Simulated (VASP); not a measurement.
# MnAl3 (Fm-3m) in VASP: notebook

MnAl3 is run at these levels: PBE; tasks: single point.

Program: VASP 6.6.1. These are calculated values, not measurements. Logs are shortened: lines on timing, memory, paths and dates and some standing lists are left out, and cuts for length are marked.

## 1. The cell of the first run

Symmetry: Fm-3m, No. 225, cubic system. Conventional cell: a = 6.079 Å, b = 6.079 Å, c = 6.079 Å, α = 90.00°, β = 90.00°, γ = 90.00°. Within 3.5 Å of Al (site symmetry -43m) lie 10 Al at 2.63 to 3.04 Å and 4 Mn at 2.63 Å. Al (site symmetry m-3m) has 8 Al at 2.63 Å and 6 Mn at 3.04 Å within 3.5 Å. Within 3.5 Å of Mn (site symmetry m-3m) lie 14 Al at 2.63 to 3.04 Å.

## 2. Single point, PBE, collinear spin, ferromagnetic start

INCAR reads:

```
SYSTEM = MnAl3
PREC = Accurate ; ENCUT = 520
EDIFF = 1E-6 ; ISMEAR = 0
SIGMA = 0.1 ; LREAL = .FALSE.
LASPH = .TRUE. ; NELM = 150
ALGO = Fast ; ISIF = 2
LWAVE = .FALSE. ; LCHARG = .TRUE.
ISPIN = 2 ; MAGMOM = 0 0 0 0.5
LORBIT = 11 ; LMAXMIX = 4
GGA = PE ; LELF = .TRUE.
LVHAR = .TRUE. ; NBANDS = 23
```

KPOINTS reads:

```
regular mesh
0
G
  12 12 12
  0 0 0
```

POSCAR reads:

```
MnAl3
1.0
    0.0000000000      3.0393544795      3.0393544795
    3.0393544795      0.0000000000      3.0393544795
    3.0393544795      3.0393544795      0.0000000000
Al Mn
3 1
Direct
    0.2500000000      0.2500000000      0.2500000000
    0.7500000000      0.7500000000      0.7500000000
    0.5000000000      0.5000000000      0.5000000000
    0.0000000000      0.0000000000      0.0000000000
```

Potentials or basis: VASP PAW PBE potentials, release 64 (Al, Mn_pv).

Started as:

```sh
$ cat potpaw_PBE.64/Al/POTCAR potpaw_PBE.64/Mn_pv/POTCAR > POTCAR
$ mpirun -np 1 vasp_std > vasp.out
```

OUTCAR:

```text
SYSTEM = MnAl3
   PREC = Accurate
   ENCUT = 520
   EDIFF = 1E-6
   ISMEAR = 0
   LREAL = .FALSE.
   LASPH = .TRUE.
   NELM = 150
   ISIF = 2
   ISPIN = 2
   LORBIT = 11
   GGA = PE

 ion  position               nearest neighbor table
   1  0.250  0.250  0.250-   4 2.63   4 2.63   4 2.63   3 2.63   4 2.63   3 2.63   3 2.63   3 2.63
                             2 3.04   2 3.04   2 3.04   2 3.04   2 3.04   2 3.04
   2  0.750  0.750  0.750-   3 2.63   3 2.63   3 2.63   3 2.63   4 2.63   4 2.63   4 2.63   4 2.63
                             1 3.04   1 3.04   1 3.04   1 3.04   1 3.04   1 3.04
   3  0.500  0.500  0.500-   1 2.63   1 2.63   1 2.63   1 2.63   2 2.63   2 2.63   2 2.63   2 2.63
                             4 3.04   4 3.04   4 3.04   4 3.04   4 3.04   4 3.04
   4  0.000  0.000  0.000-   2 2.63   2 2.63   2 2.63   1 2.63   2 2.63   1 2.63   1 2.63   1 2.63
                             3 3.04   3 3.04   3 3.04   3 3.04   3 3.04   3 3.04

  LATTYP: Found a face centered cubic cell.
 ALAT       =     6.0787089590

  Lattice vectors:

 A1 = (   0.0000000000,   3.0393544795,   3.0393544795)
 A2 = (   3.0393544795,   0.0000000000,   3.0393544795)
 A3 = (   3.0393544795,   3.0393544795,   0.0000000000)

Analysis of symmetry for initial positions (statically):
=====================================================================
 Subroutine PRICEL returns:
 Original cell was already a primitive cell.

 Routine SETGRP: Setting up the symmetry group for a
 face centered cubic supercell.

 Subroutine GETGRP returns: Found 48 space group operations
 (whereof 48 operations were pure point group operations)
 out of a pool of 48 trial point group operations.

The static configuration has the point symmetry O_h .

Analysis of symmetry for dynamics (positions and initial velocities):
=====================================================================
 Subroutine PRICEL returns:
 Original cell was already a primitive cell.

 Routine SETGRP: Setting up the symmetry group for a
 face centered cubic supercell.

 Subroutine GETGRP returns: Found 48 space group operations
 (whereof 48 operations were pure point group operations)
 out of a pool of 48 trial point group operations.

The dynamic configuration has the point symmetry O_h .

Analysis of structural, dynamic, and magnetic symmetry:
=====================================================================
 Subroutine PRICEL returns:
 Original cell was already a primitive cell.

 Routine SETGRP: Setting up the symmetry group for a
 face centered cubic supercell.

 Subroutine GETGRP returns: Found 48 space group operations
 (whereof 48 operations were pure point group operations)
 out of a pool of 48 trial point group operations.

The overall configuration has the point symmetry O_h .

 Subroutine INISYM returns: Found 48 space group operations
 (whereof 48 operations are pure point group operations),
 and found     1 'primitive' translations

----------------------------------------------------------------------------------------

                                     Primitive cell

  volume of cell :      56.1531

  direct lattice vectors                    reciprocal lattice vectors
     0.000000000  3.039354480  3.039354480    -0.164508616  0.164508616  0.164508616
     3.039354480  0.000000000  3.039354480     0.164508616 -0.164508616  0.164508616
     3.039354480  3.039354480  0.000000000     0.164508616  0.164508616 -0.164508616

  length of vectors
     4.298296326  4.298296326  4.298296326     0.284937282  0.284937282  0.284937282

  position of ions in fractional coordinates (direct lattice)
     0.250000000  0.250000000  0.250000000
     0.750000000  0.750000000  0.750000000
     0.500000000  0.500000000  0.500000000
     0.000000000  0.000000000  0.000000000

  ion indices of the primitive-cell ions
   primitive index   ion index
                 1           1
                 2           2
                 3           3
                 4           4

----------------------------------------------------------------------------------------

 KPOINTS: regular mesh

Automatic generation of k-mesh.
 Grid dimensions read from file:
 generate k-points for:   12   12   12

 Generating k-lattice:

  Cartesian coordinates                     Fractional coordinates (reciprocal lattice)
    -0.013709051  0.013709051  0.013709051     0.083333333  0.000000000  0.000000000
     0.013709051 -0.013709051  0.013709051     0.000000000  0.083333333  0.000000000
     0.013709051  0.013709051 -0.013709051     0.000000000  0.000000000  0.083333333

  Length of vectors
     0.023744773  0.023744773  0.023744773

  Shift w.r.t. Gamma in fractional coordinates (k-lattice)
     0.000000000  0.000000000  0.000000000

 Subroutine IBZKPT returns following result:
 ===========================================

 Found     72 irreducible k-points:

 Following reciprocal coordinates:
            Coordinates               Weight
  0.000000  0.000000  0.000000      1.000000
  0.083333  0.000000  0.000000      8.000000
  0.166667  0.000000  0.000000      8.000000
  0.250000  0.000000  0.000000      8.000000
  0.333333  0.000000  0.000000      8.000000
  0.416667  0.000000  0.000000      8.000000
[... 16 lines left out ...]
  0.500000  0.166667  0.000000     24.000000
 -0.416667  0.166667  0.000000     24.000000
 [... further k-points ...]
   k-points           NKPTS =     72   k-points in BZ     NKDIM =     72   number of bands    NBANDS=     23
   number of dos      NEDOS =    301   number of ions     NIONS =      4
   total plane-waves  NPLWV =  32768
   dimension x,y,z NGX =    32 NGY =   32 NGZ =   32
   dimension x,y,z NGXF=    64 NGYF=   64 NGZF=   64
   ions per type =               3   1
   NGX,Y,Z   is equivalent  to a cutoff of  12.38, 12.38, 12.38 a.u.
   NGXF,Y,Z  is equivalent  to a cutoff of  24.75, 24.75, 24.75 a.u.
 SYSTEM =  MnAl3
   PREC   = accura    normal or accurate (medium, high low for compatibility)
   ISTART =      0    job   : 0-new  1-cont  2-samecut
   ICHARG =      2    charge: 1-file 2-atom 10-const
   ISPIN  =      2    spin polarized calculation?
   LNONCOLLINEAR =      F non collinear calculations
   LSORBIT =      F    spin-orbit coupling
   LASPH  =      T    aspherical Exc in radial PAW
   ENCUT  =  520.0 eV  38.22 Ry    6.18 a.u.   7.99  7.99  7.99*2*pi/ulx,y,z
   NELM   =    150;   NELMIN=  2; NELMDL= -5     # of ELM steps
   EDIFF  = 0.1E-05   stopping-criterion for ELM
   LREAL  =      F    real-space projection
   EDIFFG = 0.1E-04   stopping-criterion for IOM
   NSW    =      0    number of steps for IOM
   IBRION =     -1    ionic relax: 0-MD 1-quasi-New 2-CG
   NFREE  =      0    steps in history (QN), initial steepest desc. (CG)
   ISIF   =      2    stress and relaxation
   ISYM   =      2    0-nonsym 1-usesym 2-fastsym
   POTIM  = 0.5000    time-step for ionic-motion
   TEBEG  =    0.0;   TEEND  =   0.0 temperature during run
   PSTRESS=    0.0 pullay stress
   NELECT =      22.0000    total number of electrons
   NUPDOWN=      -1.0000    fix difference up-down
   EMIN   =  10.00;   EMAX   =-10.00  energy-range for DOS
   EFERMI =   0.00;   METHOD = LEGACY
   ISMEAR =     0;   SIGMA  =   0.10  broadening in eV -4-tet -1-fermi 0-gaus
   EFERMI_NEDOS =   21; number of points for ismear=-14 and -15
   IALGO  =     68    algorithm
   IMIX   =      4    mixing-type and parameters
     AMIX     =   0.40;   BMIX     =  1.00
     AMIX_MAG =   1.60;   BMIX_MAG =  1.00
  volume/ion in A,a.u.               =      14.04        94.74
  Fermi-wavevector in a.u.,A,eV,Ry     =   1.197910  2.263723 19.524218  1.434990
  Thomas-Fermi vector in A             =   2.333813
   LORBIT       =     11    0 simple, 1 ext, 2 COOP (PROOUT), +10 PAW based schemes
   GGA     = PE    functional components
   LHFCALC =     F    Hartree Fock is set to
   AEXX    =    0.0000 exact exchange contribution
   IVDW    =     0    specifies the selected vdW correction
   LEPSILON=     F    determine dielectric tensor
   LRPA    =     F    only Hartree local field effects (RPA)
 spin polarized calculation
 RMM-DIIS sequential band-by-band and
 Gauss-broadening in eV      SIGMA  =   0.10
  energy-cutoff  :      520.00
  volume of cell :       56.15
 maximum number of plane-waves:      1540
   NGX = 15   NGY = 15   NGZ = 15

 number of electron      22.0000008 magnetization       1.4972874

 Free energy of the ion-electron system (eV)
  ---------------------------------------------------
  ext. energy  EPLUGINS =         0.00000000
  ---------------------------------------------------
  free energy    TOTEN  =       -19.91710552 eV

  energy without entropy =      -19.89857425  energy(sigma->0) =      -19.90783989

 E-fermi :   9.2127     XC(G=0): -11.1934

 val. band max:        9.2008283684   @ k =   0.4167   0.3333   0.0000
 cond. band min:       9.2136153584   @ k =   0.4167   0.1667   0.0000
 fundamental gap:      0.0127869899
 Fermi energy:         9.2126575442

 spin component 1

 k-point     1 :       0.0000    0.0000    0.0000
  band No.  band energies     occupation
      1     -39.0619      1.00000
      2     -39.0619      1.00000
      3     -39.0619      1.00000
      4      -2.0907      1.00000
      5       6.2536      1.00000
      6       6.2536      1.00000
[... 15 lines left out ...]
     22      15.0404      0.00000
     23      20.3323      0.00000

 k-point     2 :       0.0833    0.0000    0.0000
  band No.  band energies     occupation
      1     -39.0619      1.00000
      2     -39.0619      1.00000
      3     -39.0619      1.00000
      4      -2.0061      1.00000
      5       5.9691      1.00000
      6       6.2588      1.00000
[... 15 lines left out ...]
     22      15.6430      0.00000
     23      20.6389      0.00000
[... 544 lines left out ...]
     22      21.1130      0.00000
     23      21.1755      0.00000

 k-point    24 :      -0.4167    0.1667    0.0000
  band No.  band energies     occupation
      1     -39.0630      1.00000
      2     -39.0623      1.00000
      3     -39.0621      1.00000
      4       0.7312      1.00000
      5       1.5635      1.00000
      6       4.7155      1.00000
[... 15 lines left out ...]
     22      19.7196      0.00000
     23      20.7084      0.00000

 [... further k-points ...]

 spin component 2

 k-point     1 :       0.0000    0.0000    0.0000
  band No.  band energies     occupation
      1     -37.4875      1.00000
      2     -37.4875      1.00000
      3     -37.4875      1.00000
      4      -2.0821      1.00000
      5       6.7418      1.00000
      6       6.7418      1.00000
[... 15 lines left out ...]
     22      15.5185      0.00000
     23      20.7758      0.00000

 k-point     2 :       0.0833    0.0000    0.0000
  band No.  band energies     occupation
      1     -37.4876      1.00000
      2     -37.4876      1.00000
      3     -37.4876      1.00000
      4      -1.9978      1.00000
      5       6.3339      1.00000
      6       6.7315      1.00000
[... 15 lines left out ...]
     22      16.0085      0.00000
     23      21.0744      0.00000
[... 544 lines left out ...]
     22      21.1201      0.00000
     23      21.1704      0.00000

 k-point    24 :      -0.4167    0.1667    0.0000
  band No.  band energies     occupation
      1     -37.4889      1.00000
      2     -37.4881      1.00000
      3     -37.4878      1.00000
      4       0.7079      1.00000
      5       1.6083      1.00000
      6       4.8642      1.00000
[... 15 lines left out ...]
     22      19.7525      0.00000
     23      20.7869      0.00000

 [... further k-points ...]

------------------------ aborting loop because EDIFF is reached ----------------------------------------

  FORCE on cell =-STRESS in cart. coord.  units (eV):
  Direction    XX          YY          ZZ          XY          YZ          ZX
  --------------------------------------------------------------------------------------
  -------------------------------------------------------------------------------------
  Total        0.0095824      0.0095824      0.0095824      0.0000000     -0.0000000      0.0000000
  in kB        0.2734073      0.2734073      0.2734073      0.0000000     -0.0000000      0.0000000
  external PRESSURE =       0.2734073 kB  Pullay stress =       0.0000000 kB

 VOLUME and BASIS-vectors are now :
 -----------------------------------------------------------------------------
  energy-cutoff  :      520.00
  volume of cell :       56.15
      direct lattice vectors                 reciprocal lattice vectors
     0.000000000  3.039354480  3.039354480    -0.164508616  0.164508616  0.164508616
     3.039354480  0.000000000  3.039354480     0.164508616 -0.164508616  0.164508616
     3.039354480  3.039354480  0.000000000     0.164508616  0.164508616 -0.164508616

 POSITION                                       TOTAL-FORCE (eV/Angst)
 -----------------------------------------------------------------------------------
      1.51968      1.51968      1.51968        -0.000000     -0.000000     -0.000000
      4.55903      4.55903      4.55903         0.000000      0.000000      0.000000
      3.03935      3.03935      3.03935        -0.000000     -0.000000     -0.000000
      0.00000      0.00000      0.00000        -0.000000     -0.000000     -0.000000
 -----------------------------------------------------------------------------------
    total drift:                                0.000000     -0.000000      0.000000

  FREE ENERGIE OF THE ION-ELECTRON SYSTEM (eV)
  ---------------------------------------------------
  free  energy   TOTEN  =       -19.9171055200 eV

  energy  without entropy=      -19.8985742546  energy(sigma->0) =      -19.90783989

 total charge

# of ion       s       p       d       tot
------------------------------------------
    1        0.393   0.400   0.000   0.793
    2        0.393   0.400   0.000   0.793
    3        0.388   0.398   0.000   0.786
    4        0.332   6.235   5.226  11.793
--------------------------------------------------
tot          1.505   7.433   5.226  14.165

 magnetization (x)

# of ion       s       p       d       tot
------------------------------------------
    1       -0.015  -0.010   0.000  -0.025
    2       -0.015  -0.010   0.000  -0.025
    3       -0.015  -0.010   0.000  -0.025
    4        0.003   0.044   1.491   1.538
--------------------------------------------------
tot         -0.042   0.014   1.491   1.463
```

Wall time 2.2 min (1 thread of AMD EPYC 9R14 (Zen 4), shared host); peak memory 0.26 GiB.

What came out:

```
Free energy                                           : -19.9171 eV
Pressure                                              : 0.0 GPa
Net moment                                            : 1.50 μB per cell
Site moments                                          : Al -0.03; Mn +1.54 μB
Valence electrons inside the program's atomic spheres : Al 0.79; Mn 11.79
```

## 3. Single point, PBE, collinear spin, ferromagnetic start

INCAR reads:

```
SYSTEM = MnAl3
PREC = Accurate ; ENCUT = 520
EDIFF = 1E-6 ; ISMEAR = 0
SIGMA = 0.1 ; LREAL = .FALSE.
LASPH = .TRUE. ; NELM = 150
ALGO = Fast ; ISIF = 2
LWAVE = .FALSE. ; LCHARG = .FALSE.
ISPIN = 2 ; MAGMOM = -0.02 -0.02 -0.04 0.75
LORBIT = 11 ; NUPDOWN = 0.62
LMAXMIX = 4 ; GGA = PE
NBANDS = 23
```

KPOINTS is that of step 2.

POSCAR is that of step 2.

Potentials or basis: VASP PAW PBE potentials, release 64 (Al, Mn_pv).

Started as:

```sh
$ cat potpaw_PBE.64/Al/POTCAR potpaw_PBE.64/Mn_pv/POTCAR > POTCAR
$ mpirun -np 1 vasp_std > vasp.out
```

OUTCAR:

```text
SYSTEM = MnAl3
   PREC = Accurate
   ENCUT = 520
   EDIFF = 1E-6
   ISMEAR = 0
   LREAL = .FALSE.
   LASPH = .TRUE.
   NELM = 150
   ISIF = 2
   ISPIN = 2
   LORBIT = 11
   NUPDOWN = 0.62
   GGA = PE

 ion  position               nearest neighbor table
   1  0.250  0.250  0.250-   4 2.63   4 2.63   4 2.63   3 2.63   4 2.63   3 2.63   3 2.63   3 2.63
                             2 3.04   2 3.04   2 3.04   2 3.04   2 3.04   2 3.04
   2  0.750  0.750  0.750-   3 2.63   3 2.63   3 2.63   3 2.63   4 2.63   4 2.63   4 2.63   4 2.63
                             1 3.04   1 3.04   1 3.04   1 3.04   1 3.04   1 3.04
   3  0.500  0.500  0.500-   1 2.63   1 2.63   1 2.63   1 2.63   2 2.63   2 2.63   2 2.63   2 2.63
                             4 3.04   4 3.04   4 3.04   4 3.04   4 3.04   4 3.04
[... 1486 lines left out ...]

 POSITION                                       TOTAL-FORCE (eV/Angst)
 -----------------------------------------------------------------------------------
      1.51968      1.51968      1.51968        -0.000000     -0.000000     -0.000000
      4.55903      4.55903      4.55903         0.000000      0.000000      0.000000
      3.03935      3.03935      3.03935        -0.000000      0.000000      0.000000
      0.00000      0.00000      0.00000        -0.000000      0.000000      0.000000
 -----------------------------------------------------------------------------------
    total drift:                                0.000000     -0.000000      0.000000

  FREE ENERGIE OF THE ION-ELECTRON SYSTEM (eV)
  ---------------------------------------------------
  free  energy   TOTEN  =       -19.8563308631 eV

  energy  without entropy=      -19.8345264647  energy(sigma->0) =      -19.84542866

 total charge

# of ion       s       p       d       tot
------------------------------------------
    1        0.392   0.398   0.000   0.791
    2        0.392   0.398   0.000   0.791
    3        0.386   0.395   0.000   0.781
    4        0.331   6.219   5.262  11.813
--------------------------------------------------
tot          1.502   7.411   5.262  14.176

 magnetization (x)

# of ion       s       p       d       tot
------------------------------------------
    1       -0.008  -0.006   0.000  -0.014
    2       -0.008  -0.006   0.000  -0.014
    3       -0.011  -0.010   0.000  -0.021
    4        0.001   0.018   0.674   0.693
--------------------------------------------------
tot         -0.026  -0.004   0.674   0.644
```

stdout:

```text
POSCAR found type information on POSCAR AlMn
 POSCAR found :  2 types and       4 ions
 scaLAPACK will be used
 LDA part: xc-table for (Slater+PW92), standard interpolation
 POSCAR, INCAR and KPOINTS ok, starting setup
 FFT: planning ... GRIDC
 FFT: planning ... GRID_SOFT
 FFT: planning ... GRID
 WAVECAR not read
 entering main loop
```

Wall time 1.9 min (1 thread of AMD EPYC 9R14 (Zen 4), shared host); peak memory 0.26 GiB.

What came out:

```
Free energy                                           : -19.8563 eV
Pressure                                              : -1.9 GPa
Net moment                                            : 0.62 μB per cell
Site moments                                          : Al -0.01, -0.02 (each value once); Mn +0.69 μB
Valence electrons inside the program's atomic spheres : Al 0.79, 0.78 (each value once); Mn 11.81
```

Caveat: the total moment is fixed, so each spin has its own Fermi level.
